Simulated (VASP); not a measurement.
A run of VASP 6.6.1 is set up as follows.

File INCAR:

```
SYSTEM = MoS2
PREC     = Accurate       ! precision mode
ENCUT    = 500            ! plane-wave cutoff, eV
EDIFF    = 1E-6           ! SCF threshold, eV
ISMEAR   = 1              ! smearing method
SIGMA    = 0.1            ! smearing width, eV
LREAL    = .FALSE.        ! projectors in reciprocal space
LASPH    = .TRUE.         ! aspherical terms in the spheres
NELM     = 120            ! most SCF steps
ALGO     = Normal         ! electronic algorithm
ISIF     = 2              ! what is computed and relaxed
LWAVE    = .FALSE.        ! write WAVECAR
LCHARG   = .FALSE.        ! write CHGCAR
NBANDS   = 20             ! bands
GGA_COMPAT= .FALSE.
```

The input KPOINTS:

```
Automatic mesh
0
Gamma
  11 11 11
  0.5 0.5 0.5
```

The input POSCAR:

```
MoS2
1.0
    1.5800000000      0.9122134300      6.1500000000
   -1.5800000000      0.9122134300      6.1500000000
    0.0000000000     -1.8244268500      6.1500000000
Mo S
1 2
Direct
    0.0000000000      0.0000000000      0.0000000000
    0.2500000000      0.2500000000      0.2500000000
    0.4170000000      0.4170000000      0.4170000000
```

Potentials or basis: VASP PAW LDA potentials, release 64 (Mo_sv, S).

Run with:

```sh
$ cat potpaw_LDA.64/Mo_sv/POTCAR potpaw_LDA.64/S/POTCAR > POTCAR
$ mpirun -np 1 vasp_std > vasp.out
```

**Question.** Estimate the largest force.

**Answer.** 0.097 eV/Å.

**Question.** Predict the band gap on the k mesh.

**Answer.** 0.87 eV, indirect (least direct gap 1.90 eV).

**Question.** Predict the pressure.

**Answer.** -2.3 GPa.

Forces in eV/Å, atoms in the order of the input:
```
Mo   0.000  0.000  0.083
S    0.000  0.000 -0.097
S    0.000  0.000  0.014
```

A k mesh can miss the band edges.
